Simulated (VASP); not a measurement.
Wanted: the native input for a VASP 6.6.1 run.

```yaml
Task: single point
Functional: PBEsol
Potentials_or_basis: VASP PAW PBE potentials, release 64 (Ba_sv, Ti_sv, O)
Cutoff: 520 eV
k_mesh: 2 × 2 × 1
Occupations: fermi-dirac, width 0.02 eV
Spin: no spin polarisation
Dipole_correction: no
Further_INCAR_settings: LREAL = Auto; ALGO = Normal; EDIFF = 1e-06; NBANDS = 141
```

The structure of BaTiO3 lies in POSCAR:

```
BaTiO3
1.0
    6.9337020000      0.0000000000      0.0000000000
   -4.6428310000      6.5586310000      0.0000000000
    0.0000000000      0.0000000000     18.0507260000
Ba Ti O
6 6 18
Direct
    0.0000000000      0.0000000000      0.0553994338
    1.0000003645      0.4999976367      0.0553994338
    0.4928333418      0.2525527050      0.2290600389
    0.5155986592      0.7504919853      0.2287442621
    0.9747981563      0.4632216693      0.4117285920
    0.9896583172      0.9958785606      0.3967208854
    0.4937457361      0.9906640578      0.0573439539
    0.4937450831      0.4906664211      0.0573439539
    1.0006168988      0.2398061425      0.2287221024
    0.9966564390      0.7232911868      0.2261127890
    0.4914129618      0.4933651550      0.3910202836
    0.4816139443      0.9839400936      0.3954633182
    0.7543393573      0.1331222934      0.1318007929
    0.4973511006      0.7527485538      0.0562193454
    0.2520956520      0.8730785434      0.1324988258
    0.7543400103      0.6331199301      0.1318007929
    0.4973504476      0.2527509171      0.0562193454
    0.2520847895      0.3730656596      0.1324988258
    0.2479869806      0.3645120453      0.2888360280
    0.9974375183      0.0039489948      0.1971776648
    0.7471664157      0.1046407398      0.2894454218
    0.2259209076      0.8499487164      0.2874178025
    1.0109416886      0.4937005909      0.1977704387
    0.7477526758      0.6199007079      0.2851408857
    0.7374901212      0.6079774880      0.4525635146
    0.4974570312      0.2347746046      0.3666057531
    0.2388256597      0.3619657822      0.4499486613
    0.7140885317      0.0966817618      0.4562918965
    0.4997992277      0.7383553062      0.3725556523
    0.2294146744      0.8500401989      0.4505746749
```

These files were run (other wordings do the same):

INCAR

```
  ALGO = Normal
  EDIFF = 1E-6
  ENCUT = 520
  GGA = PS
  ISIF = 2
  ISMEAR = -1
  LASPH = True
  LCHARG = False
  LREAL = Auto
  LWAVE = False
  NBANDS = 141
  NELM = 80
  PREC = Accurate
  SIGMA = 0.02
```

KPOINTS

```
k-points
0
Gamma
  2 2 1
```

Potentials or basis: VASP PAW PBE potentials, release 64 (Ba_sv, Ti_sv, O).

Command:

```bash
$ cat potpaw_PBE.64/Ba_sv/POTCAR potpaw_PBE.64/Ti_sv/POTCAR potpaw_PBE.64/O/POTCAR > POTCAR
$ mpirun -np 1 vasp_std > vasp.out
```

It gave:

```
Largest force          : 7.397 eV/Å
Band gap on the k mesh : 0.02 eV, indirect (least direct gap 0.04 eV)
```

Caveat: the k points lie up to 0.56 Å⁻¹ apart; the PAW data sets were made with another functional, which shifts forces and pressure a little; spin-orbit coupling is left out, which moves the levels of the heavy elements.

Run time: 41 min on 1 thread of Intel(R) Xeon(R) Platinum 8375C CPU @ 2.90GHz (Ice Lake), with other jobs on the host, peak memory 1 GiB.
